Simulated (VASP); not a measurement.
Input of a VASP 6.6.1 run:

The input INCAR:

```
SYSTEM = Ta
PREC = Accurate
ENCUT = 520
EDIFF = 1E-7
ISMEAR = 1
SIGMA = 0.1
LREAL = .False.
LASPH = .True.
NELM = 100
ALGO = Normal
ISIF = 2
LWAVE = .False.
LCHARG = .True.
LELF = .True.
LVHAR = .True.
NBANDS = 18
```

The input KPOINTS:

```
regular mesh
0
Gamma
  11 11 6
  0 0 0
```

POSCAR

```
Ta
1.0
    2.9003700000      0.0000000000      0.0000000000
   -1.4501900000      2.5118000000      0.0000000000
    0.0000000000      0.0000000000      5.1662700000
Ta
2
Direct
    0.6666666667      0.3333333333      0.7500000000
    0.3333333333      0.6666666667      0.2500000000
```

Potentials or basis: VASP PAW LDA potentials, release 64 (Ta_pv).

Run with:

```sh
$ cat potpaw_LDA.64/Ta_pv/POTCAR > POTCAR
$ mpirun -np 1 vasp_std > vasp.out
```

Problem. Predict the band gap on the k mesh.

Solution. Zero (band 11 reaches 6.93 eV, above the bottom of band 12 at 4.70 eV).

Problem. Estimate the pressure.

Solution. -11.2 GPa.

Stress tensor (GPa, compression positive):
```
-11.86   0.00   0.00
  0.00 -11.86   0.00
  0.00   0.00  -9.94
```

Caveat: spin-orbit coupling is left out, which moves the levels of the heavy elements.
